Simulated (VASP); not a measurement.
# Ag (P6_3/mmc) in VASP: notebook

Runs on Ag. Level: PBE. Tasks: single point, relaxation of cell and atoms.

Program: VASP 6.6.1. These are calculated values, not measurements. Logs are shortened: lines on timing, memory, paths and dates and some standing lists are left out, and cuts for length are marked.

## Step 1: The cell of the first run

Symmetry: P6_3/mmc, No. 194, hexagonal system. Conventional cell: a = 2.935 Å, b = 2.935 Å, c = 4.798 Å, α = 90.00°, β = 90.00°, γ = 120.00°. Ag (site symmetry -6m2) has 12 Ag at 2.93 to 2.94 Å within 3.9 Å.

## Step 2: Single point, PBE

INCAR reads:

```
  PREC = Accurate
  ENCUT = 520
  EDIFF = 1E-7
  ISMEAR = 0
  SIGMA = 0.1
  LREAL = F
  LASPH = T
  NELM = 100
  ALGO = Normal
  ISIF = 2
  LWAVE = F
  LCHARG = F
  GGA = PE
  NBANDS = 18
```

KPOINTS reads:

```
regular mesh
0
Gamma
  18 18 10
```

POSCAR reads:

```
Ag
1.0
    2.9345933347      0.0000000000      0.0000000000
   -1.4672966673      2.5414323776      0.0000000000
    0.0000000000      0.0000000000      4.7979080346
Ag
2
Direct
    0.3333333333      0.6666666667      0.2500000000
    0.6666666667      0.3333333333      0.7500000000
```

Potentials or basis: VASP PAW PBE potentials, release 64 (Ag).

Command:

```console
$ cat potpaw_PBE.64/Ag/POTCAR > POTCAR
$ mpirun -np 1 vasp_std > vasp.out
```

OUTCAR:

```text
PREC = Accurate
   ENCUT = 520
   EDIFF = 1E-7
   ISMEAR = 0
   LREAL = F
   LASPH = T
   NELM = 100
   ISIF = 2
   GGA = PE

 ion  position               nearest neighbor table
   1  0.333  0.667  0.250-   2 2.94   2 2.94   2 2.94   2 2.94   2 2.94   2 2.94
   2  0.667  0.333  0.750-   1 2.94   1 2.94   1 2.94   1 2.94   1 2.94   1 2.94

  LATTYP: Found a hexagonal cell.
 ALAT       =     2.9345933347
 C/A-ratio  =     1.6349481810

  Lattice vectors:

 A1 = (   2.9345933347,   0.0000000000,   0.0000000000)
 A2 = (  -1.4672966673,   2.5414323776,   0.0000000000)
 A3 = (   0.0000000000,   0.0000000000,   4.7979080346)

Analysis of symmetry for initial positions (statically):
=====================================================================
 Subroutine PRICEL returns:
 Original cell was already a primitive cell.

 Routine SETGRP: Setting up the symmetry group for a
 hexagonal supercell.

 Subroutine GETGRP returns: Found 24 space group operations
 (whereof 12 operations were pure point group operations)
 out of a pool of 24 trial point group operations.

The static configuration has the point symmetry D_3d.
 The point group associated with its full space group is D_6h.

Analysis of symmetry for dynamics (positions and initial velocities):
=====================================================================
 Subroutine PRICEL returns:
 Original cell was already a primitive cell.

 Routine SETGRP: Setting up the symmetry group for a
 hexagonal supercell.

 Subroutine GETGRP returns: Found 24 space group operations
 (whereof 12 operations were pure point group operations)
 out of a pool of 24 trial point group operations.

The dynamic configuration has the point symmetry D_3d.
 The point group associated with its full space group is D_6h.

 Subroutine INISYM returns: Found 24 space group operations
 (whereof 12 operations are pure point group operations),
 and found     1 'primitive' translations

----------------------------------------------------------------------------------------

                                     Primitive cell

  volume of cell :      35.7831

  direct lattice vectors                    reciprocal lattice vectors
     2.934593335  0.000000000  0.000000000     0.340762718  0.196739447  0.000000000
[... 77 lines left out ...]
   PREC   = accura    normal or accurate (medium, high low for compatibility)
   ISTART =      0    job   : 0-new  1-cont  2-samecut
   ICHARG =      2    charge: 1-file 2-atom 10-const
   ISPIN  =      1    spin polarized calculation?
   LNONCOLLINEAR =      F non collinear calculations
   LSORBIT =      F    spin-orbit coupling
   LASPH  =      T    aspherical Exc in radial PAW
   ENCUT  =  520.0 eV  38.22 Ry    6.18 a.u.   5.46  5.46  8.92*2*pi/ulx,y,z
   NELM   =    100;   NELMIN=  2; NELMDL= -5     # of ELM steps
   EDIFF  = 0.1E-06   stopping-criterion for ELM
   LREAL  =      F    real-space projection
   EDIFFG = 0.1E-05   stopping-criterion for IOM
   NSW    =      0    number of steps for IOM
   IBRION =     -1    ionic relax: 0-MD 1-quasi-New 2-CG
   NFREE  =      0    steps in history (QN), initial steepest desc. (CG)
   ISIF   =      2    stress and relaxation
   ISYM   =      2    0-nonsym 1-usesym 2-fastsym
   POTIM  = 0.5000    time-step for ionic-motion
   TEBEG  =    0.0;   TEEND  =   0.0 temperature during run
   PSTRESS=    0.0 pullay stress
   NELECT =      22.0000    total number of electrons
   NUPDOWN=      -1.0000    fix difference up-down
   EMIN   =  10.00;   EMAX   =-10.00  energy-range for DOS
   EFERMI =   0.00;   METHOD = LEGACY
   ISMEAR =     0;   SIGMA  =   0.10  broadening in eV -4-tet -1-fermi 0-gaus
   EFERMI_NEDOS =   21; number of points for ismear=-14 and -15
   IALGO  =     38    algorithm
   IMIX   =      4    mixing-type and parameters
     AMIX     =   0.40;   BMIX     =  1.00
     AMIX_MAG =   1.60;   BMIX_MAG =  1.00
  volume/ion in A,a.u.               =      17.89       120.74
  Fermi-wavevector in a.u.,A,eV,Ry     =   1.392055  2.630602 26.365586  1.937816
  Thomas-Fermi vector in A             =   2.515834
   LORBIT       =      0    0 simple, 1 ext, 2 COOP (PROOUT), +10 PAW based schemes
   GGA     = PE    functional components
   LHFCALC =     F    Hartree Fock is set to
   AEXX    =    0.0000 exact exchange contribution
   IVDW    =     0    specifies the selected vdW correction
   LEPSILON=     F    determine dielectric tensor
   LRPA    =     F    only Hartree local field effects (RPA)
 non-spin polarized calculation
 Gauss-broadening in eV      SIGMA  =   0.10
  energy-cutoff  :      520.00
  volume of cell :       35.78
 maximum number of plane-waves:       996
 NGX is ok and might be reduce to    24
   NGX = 11   NGY = 11   NGZ = 17

 number of electron      22.0000004 magnetization

 Free energy of the ion-electron system (eV)
  ---------------------------------------------------
  ext. energy  EPLUGINS =         0.00000000
  ---------------------------------------------------
  free energy    TOTEN  =        -5.42742110 eV

  energy without entropy =       -5.42338325  energy(sigma->0) =       -5.42540217

 E-fermi :   7.7670     XC(G=0): -11.9231

 val. band max:        7.7449342719   @ k =   0.0556   0.0000   0.0000
 cond. band min:       7.7716435297   @ k =   0.4444   0.0556   0.2000
 fundamental gap:      0.0267092578
 Fermi energy:         7.7670049865

 k-point     1 :       0.0000    0.0000    0.0000
  band No.  band energies     occupation
      1       0.3582      2.00000
      2       1.6733      2.00000
      3       3.1337      2.00000
      4       3.2270      2.00000
      5       3.2270      2.00000
      6       3.4441      2.00000
[... 481 lines left out ...]
      5       3.4442      2.00000
      6       3.6209      2.00000
[... 10 lines left out ...]
     17      18.5069      0.00000
     18      22.6403      0.00000

 [... further k-points ...]
[... 5 lines left out ...]
  --------------------------------------------------------------------------------------
  -------------------------------------------------------------------------------------
  Total       -0.0301130     -0.0301130     -0.0222680     -0.0000000     -0.0000000      0.0000000
  in kB       -1.3483006     -1.3483006     -0.9970418     -0.0000000     -0.0000000      0.0000000
  external PRESSURE =      -1.2312143 kB  Pullay stress =       0.0000000 kB

 VOLUME and BASIS-vectors are now :
 -----------------------------------------------------------------------------
  energy-cutoff  :      520.00
  volume of cell :       35.78
      direct lattice vectors                 reciprocal lattice vectors
     2.934593335  0.000000000  0.000000000     0.340762718  0.196739447  0.000000000
    -1.467296667  2.541432378  0.000000000     0.000000000  0.393478894  0.000000000
     0.000000000  0.000000000  4.797908035     0.000000000  0.000000000  0.208424170

 POSITION                                       TOTAL-FORCE (eV/Angst)
 -----------------------------------------------------------------------------------
     -0.00000      1.69429      1.19948         0.000000      0.000000      0.000000
      1.46730      0.84714      3.59843        -0.000000     -0.000000      0.000000
 -----------------------------------------------------------------------------------
    total drift:                               -0.000000      0.000000     -0.000000

  FREE ENERGIE OF THE ION-ELECTRON SYSTEM (eV)
  ---------------------------------------------------
  free  energy   TOTEN  =        -5.4274210967 eV

  energy  without entropy=       -5.4233832531  energy(sigma->0) =       -5.42540217
```

stdout:

```text
POSCAR found type information on POSCAR Ag
 POSCAR found :  1 types and       2 ions
 scaLAPACK will be used
 LDA part: xc-table for (Slater+PW92), standard interpolation
 POSCAR, INCAR and KPOINTS ok, starting setup
 FFT: planning ... GRIDC
 FFT: planning ... GRID_SOFT
 FFT: planning ... GRID
 WAVECAR not read
 entering main loop
```

Wall time 38 s (1 thread of Intel Xeon 6975P-C (Granite Rapids), shared host); peak memory 0.24 GiB.

Results:

| Property | Result |
| --- | --- |
| Free energy | -5.4274 eV |
| Pressure | -0.1 GPa |
| Band gap on the k mesh | zero (band 11 reaches 11.75 eV, above the bottom of band 12 at 4.41 eV) |

## Step 3: Relaxation of cell and atoms, PBE

This run uses another cell than the first one, of 17.39 Å³/atom, 0.972 times its volume.

INCAR reads:

```
SYSTEM = Ag
PREC = Accurate
ENCUT = 600
EDIFF = 1E-6
ISMEAR = 0
SIGMA = 0.1
LREAL = .FALSE.
LASPH = .TRUE.
NELM = 100
ALGO = Normal
ISIF = 3
LWAVE = .FALSE.
LCHARG = .FALSE.
GGA = PE
IBRION = 2
NSW = 100
EDIFFG = -0.005
```

KPOINTS reads:

```
Automatic mesh
0
G
  18 18 10
  0 0 0
```

POSCAR reads:

```
Ag
1.0
    2.9222991408      0.0000000000      0.0000000000
   -1.4611495704      2.5307852934      0.0000000000
    0.0000000000      0.0000000000      4.7016618100
Ag
2
Direct
    0.3333333300      0.6666666700      0.2500000000
    0.6666666700      0.3333333300      0.7500000000
```

Potentials or basis: VASP PAW PBE potentials, release 64 (Ag).

Command:

```console
$ cat potpaw_PBE.64/Ag/POTCAR > POTCAR
$ mpirun -np 1 vasp_std > vasp.out
```

OUTCAR:

```text
SYSTEM = Ag
   PREC = Accurate
   ENCUT = 600
   EDIFF = 1E-6
   ISMEAR = 0
   LREAL = .FALSE.
   LASPH = .TRUE.
   NELM = 100
   ISIF = 3
   GGA = PE
   IBRION = 2
   NSW = 100
   EDIFFG = -0.005

 ion  position               nearest neighbor table
   1  0.333  0.667  0.250-   2 2.89   2 2.89   2 2.89   2 2.89   2 2.89   2 2.89
   2  0.667  0.333  0.750-   1 2.89   1 2.89   1 2.89   1 2.89   1 2.89   1 2.89

  LATTYP: Found a hexagonal cell.
 ALAT       =     2.9222991408
 C/A-ratio  =     1.6088913501

  Lattice vectors:

 A1 = (   2.9222991408,   0.0000000000,   0.0000000000)
 A2 = (  -1.4611495704,   2.5307852934,   0.0000000000)
 A3 = (   0.0000000000,   0.0000000000,   4.7016618100)

Analysis of symmetry for initial positions (statically):
=====================================================================
 Subroutine PRICEL returns:
 Original cell was already a primitive cell.

 Routine SETGRP: Setting up the symmetry group for a
 hexagonal supercell.

 Subroutine GETGRP returns: Found 24 space group operations
 (whereof 12 operations were pure point group operations)
 out of a pool of 24 trial point group operations.

The static configuration has the point symmetry D_3d.
 The point group associated with its full space group is D_6h.

Analysis of symmetry for dynamics (positions and initial velocities):
=====================================================================
 Subroutine PRICEL returns:
 Original cell was already a primitive cell.
[... 379 lines left out ...]
  ext. energy  EPLUGINS =         0.00000000
  ---------------------------------------------------
  free energy    TOTEN  =        -5.42630868 eV

  energy without entropy =       -5.42223249  energy(sigma->0) =       -5.42427058

 E-fermi :   7.7949     XC(G=0): -11.9361

 val. band max:        7.7637885868   @ k =   0.0556   0.0000   0.0000
 cond. band min:       7.7994094652   @ k =   0.1111   0.0000   0.1000
 fundamental gap:      0.0356208784
 Fermi energy:         7.7948845802

 k-point     1 :       0.0000    0.0000    0.0000
  band No.  band energies     occupation
      1       0.3713      2.00000
      2       1.6881      2.00000
      3       3.1518      2.00000
      4       3.2480      2.00000
      5       3.2480      2.00000
      6       3.4655      2.00000
      7       3.4655      2.00000
      8       3.7947      2.00000
      9       3.7947      2.00000
     10       4.7250      2.00000
     11       4.7250      2.00000
     12       7.5202      1.99990
     13      11.1318      0.00000
     14      23.3409      0.00000
[... 401 lines left out ...]
      2       2.1395      2.00000
      3       2.2315      2.00000
      4       3.1391      2.00000
      5       3.4648      2.00000
      6       3.6423      2.00000
      7       3.7534      2.00000
      8       4.7159      2.00000
      9       4.8360      2.00000
     10       4.8621      2.00000
     11       7.4461      2.00000
     12      10.5311      0.00000
     13      14.2492      0.00000
     14      14.6208      0.00000
     15      16.6142      0.00000

 [... further k-points ...]

------------------------ aborting loop because EDIFF is reached ----------------------------------------

  FORCE on cell =-STRESS in cart. coord.  units (eV):
  Direction    XX          YY          ZZ          XY          YZ          ZX
  --------------------------------------------------------------------------------------
  -------------------------------------------------------------------------------------
  Total        0.0094515      0.0094515      0.0061047     -0.0000000      0.0000000     -0.0000000
  in kB        0.4241088      0.4241088      0.2739301     -0.0000000      0.0000000     -0.0000000
  external PRESSURE =       0.3740492 kB  Pullay stress =       0.0000000 kB
[... 17 lines left out ...]
  FREE ENERGIE OF THE ION-ELECTRON SYSTEM (eV)
  ---------------------------------------------------
  free  energy   TOTEN  =        -5.4263086801 eV

  energy  without entropy=       -5.4222324871  energy(sigma->0) =       -5.42427058

 reached required accuracy - stopping structural energy minimisation
```

Wall time 2.2 min (1 thread of Intel Xeon 6975P-C (Granite Rapids), shared host); peak memory 0.26 GiB.

What came out:

- Free energy: -5.4263 eV
- Relaxed volume: 17.85 Å³/atom
- Relaxed cell: a = 2.932 Å, b = 2.932 Å, c = 4.797 Å, α = 90.00°, β = 90.00°, γ = 120.00°
- Space group after relaxing (to 0.05 Å): P6_3/mmc (No. 194)
- Energy gained by relaxing: 4.6 meV/atom
- Ionic steps: 7
- Pressure after relaxing: 0.0 GPa
- Band gap on the k mesh: zero (band 11 reaches 11.79 eV, above the bottom of band 12 at 4.43 eV)

Step by step:
```
step  energy change (eV)  largest force (eV/Å)  pressure (GPa)  volume (Å³)
   1              0.0000                0.0000            2.68        34.77
   2             -0.0067                0.0000           -1.30        36.26
   3             -0.0086                0.0000           -0.10        35.77
   4             -0.0090                0.0000            0.00        35.74
   5             -0.0093                0.0000            0.10        35.71
   6             -0.0093                0.0000            0.03        35.71
   7             -0.0093                0.0000            0.04        35.71
```

Final structure:
```
CELL_PARAMETERS angstrom
2.93175 0.00000 0.00000
-1.46588 2.53897 0.00000
0.00000 0.00000 4.79675
ATOMIC_POSITIONS crystal
Ag 0.33333 0.66667 0.25000
Ag 0.66667 0.33333 0.75000
```

Levels at points of the mesh, in eV from the Fermi level:
| k point | band 8 | band 9 | band 10 | band 11 | band 12 | band 13 | band 14 | band 15 |
| --- | --- | --- | --- | --- | --- | --- | --- | --- |
| (0.00, 0.00, 0.00) | -4.00 | -4.00 | -3.07 | -3.07 | -0.27 | 3.34 | 15.55 | 17.38 |
| (0.50, 0.00, 0.00) | -2.94 | -2.90 | -2.82 | 0.14 | 1.46 | 6.69 | 6.96 | 9.00 |
| (0.00, 0.00, 0.50) | -4.37 | -3.36 | -3.36 | -3.36 | -3.36 | 10.78 | 10.78 | 15.89 |
| (0.50, 0.00, 0.50) | -3.11 | -2.87 | -2.87 | 0.83 | 0.83 | 4.35 | 4.35 | 13.28 |
